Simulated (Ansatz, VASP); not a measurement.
**Rh: VASP beside Ansatz**

```
Rh
1.0
     0.00000    1.90155    1.90155
     1.95860    0.00000    1.90155
     1.95860    1.90155    0.00000
Rh
1
Direct
  0.00000 0.00000 0.00000
```

Change from the starting cell: strain +0.0300 x Voigt [1, 0, 0, 0, 0, 0], atoms carried along.

Alike in both runs: task single point; functional PBE; k mesh 22 × 22 × 22; occupations gaussian, width 0.15 eV; no spin polarisation.

|  | VASP | Ansatz |
| --- | --- | --- |
| version | VASP 6.6.1 | Ansatz 0.2.0 |
| potentials or method | VASP PAW PBE potentials, release 64 (Rh_pv), cutoff 520 eV | scalar-relativistic, plane waves, PAW |
| valence electrons in the cell | 15 | 17 |

```tsv
	VASP	Ansatz	Ansatz less VASP
gap on the k mesh at the Fermi level (eV)	none	none	-
pressure (GPa)	-1.9	-1.9	0.00
traceless stress, the component that is largest in VASP (GPa)	-4.51	-4.53	-0.015
```

A gap of «none» marks a metal or a gap that the smearing closes. VASP's potentials hold 15 valence electrons a cell and Ansatz's 17, so a difference there can come from the potentials and not from the codes.
